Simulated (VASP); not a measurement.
Wanted: the native input for a VASP 6.6.1 run.

- Task: single point
- Functional: r2SCAN
- Potentials or basis: VASP PAW PBE potentials, release 64 (Pb_d, S)
- Cutoff: 550 eV
- k mesh: 8 × 8 × 8
- Occupations: gaussian, width 0.02 eV
- Spin: no spin polarisation
- Dipole correction: no
- Further INCAR settings: ALGO = Normal; EDIFF = 1e-06; NBANDS = 17

PbS:

```
CELL_PARAMETERS angstrom
0.00000 3.04624 3.04624
3.04624 0.00000 3.04624
3.04624 3.04624 0.00000
ATOMIC_POSITIONS crystal
Pb 0.00000 0.00000 0.00000
S 0.50000 0.50000 0.50000
```

The input as run:

POSCAR

```
PbS
1.0
    0.0000000000      3.0462441898      3.0462441898
    3.0462441898      0.0000000000      3.0462441898
    3.0462441898      3.0462441898      0.0000000000
Pb S
1 1
Direct
    0.0000000000      0.0000000000      0.0000000000
    0.5000000000      0.5000000000      0.5000000000
```

INCAR.step1

```
PREC     = Accurate       # precision mode
ENCUT    = 550            # plane-wave cutoff, eV
ISMEAR   = 0              # smearing method
SIGMA    = 0.02           # smearing width, eV
LREAL    = False          # projectors in reciprocal space
LASPH    = True           # aspherical terms in the spheres
NELM     = 120            # most SCF steps
NBANDS   = 17             # bands
GGA      = PE             # functional
ALGO     = Normal         # electronic algorithm
EDIFF    = 1E-5           # SCF threshold, eV
LWAVE    = True           # write WAVECAR
LCHARG   = False          # write CHGCAR
GGA_COMPAT= False
```

INCAR.step2

```
PREC     = Accurate       # precision mode
ENCUT    = 550            # plane-wave cutoff, eV
EDIFF    = 1E-6           # SCF threshold, eV
ISMEAR   = 0              # smearing method
SIGMA    = 0.02           # smearing width, eV
LREAL    = False          # projectors in reciprocal space
LASPH    = True           # aspherical terms in the spheres
NELM     = 120            # most SCF steps
ALGO     = Normal         # electronic algorithm
ISIF     = 2              # what is computed and relaxed
LWAVE    = False          # write WAVECAR
LCHARG   = False          # write CHGCAR
METAGGA  = R2SCAN         # meta-GGA
LMIXTAU  = True         
NBANDS   = 17             # bands
ISTART   = 1            
GGA_COMPAT= False
```

KPOINTS

```
regular mesh
0
Gamma
  8 8 8
```

Potentials or basis: VASP PAW PBE potentials, release 64 (Pb_d, S).

The run is started by

```console
$ cat potpaw_PBE.64/Pb_d/POTCAR potpaw_PBE.64/S/POTCAR > POTCAR
$ cp INCAR.step1 INCAR
$ mpirun -np 1 vasp_std > vasp.out
$ cp INCAR.step2 INCAR
$ mpirun -np 1 vasp_std > vasp.out
```

It gave:

The pressure is -3.0 GPa. The band gap on the k mesh is 0.90 eV.

Caveat: the cell stands under tension; the PAW data sets were made with another functional, which shifts forces and pressure a little; spin-orbit coupling is left out, which moves the levels of the heavy elements.

Wall time 3.8 min on 1 thread of Intel Xeon 8259CL (shared host), peak memory 0.23 GiB.
